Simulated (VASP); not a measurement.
A run of VASP 6.6.1:

INCAR

```
SYSTEM = GeCN2
  PREC = Accurate
  ENCUT = 520
  EDIFF = 1E-7
  ISMEAR = -1
  SIGMA = 0.05
  LREAL = .FALSE.
  LASPH = .TRUE.
  NELM = 80
  ALGO = Normal
  ISIF = 2
  LWAVE = .FALSE.
  LCHARG = .FALSE.
  GGA = CA
  NBANDS = 22
```

Contents of KPOINTS:

```
Automatic mesh
0
G
  9 9 9
  0 0 0
```

The input POSCAR:

```
GeCN2
1.0
    1.7571721281      1.0145038012      4.8214809130
   -1.7571721281      1.0145038012      4.8214809130
    0.0000000000     -2.0290076023      4.8214809130
Ge N C
1 2 1
Direct
    0.0000000000      0.0000000000      0.0000000000
    0.5839044000      0.5839044000      0.5839044000
    0.4160956000      0.4160956000      0.4160956000
    0.5000000000      0.5000000000      0.5000000000
```

Potentials or basis: VASP PAW LDA potentials, release 64 (Ge_d, N, C).

Run with:

```sh
$ cat potpaw_LDA.64/Ge_d/POTCAR potpaw_LDA.64/N/POTCAR potpaw_LDA.64/C/POTCAR > POTCAR
$ mpirun -np 1 vasp_std > vasp.out
```

Hardware: 1 thread of Intel(R) Xeon(R) Platinum 8488C (Sapphire Rapids) (shared host).

Task: Estimate the wall time of this run.

Result: It took 2.4 min on 1 thread of Intel(R) Xeon(R) Platinum 8488C (Sapphire Rapids), with other jobs on the host, peak memory 0.25 GiB. Counts: scf iterations 14, k points 85.
